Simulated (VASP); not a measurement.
The system is HoPd.

```
Ho Pd
1.0
     3.46700    0.00000    0.00000
     0.00000    3.46700    0.00000
     0.00000    0.00000    3.46700
Ho Pd
1 1
Cartesian
  0.0000 0.0000 0.0000
  1.7335 1.7335 1.7335
```

Base run:

- Program: VASP 6.6.1
- Functional: LDA
- Potentials or basis: VASP PAW PBE potentials, release 64 (Ho, Pd)
- Cutoff: 520 eV
- k mesh: 8 × 8 × 8
- Occupations: methfessel-paxton, width 0.25 eV
- Spin: collinear spin, ferromagnetic start
- Starting moments: [5.2, 0.0] μB

Its results: pressure -4.9 GPa; net moment 3.50 μB per cell; site moments Ho +3.49; Pd -0.02 μB.

The run is repeated on the same cell with these changes: occupations from methfessel-paxton, width 0.25 eV to methfessel-paxton, width 0.05 eV; further incar settings from ALGO = Normal; EDIFF = 1e-07; NBANDS = 26 to ALGO = Normal; EDIFF = 1e-06; NBANDS = 26. What comes out?

Pressure -4.2 GPa; net moment 3.53 μB per cell; site moments Ho +3.50; Pd -0.02 μB.

Caveats: the magnetic or orbital state may not be the lowest; the cell stands under tension; the PAW data sets were made with another functional, which shifts forces and pressure a little.
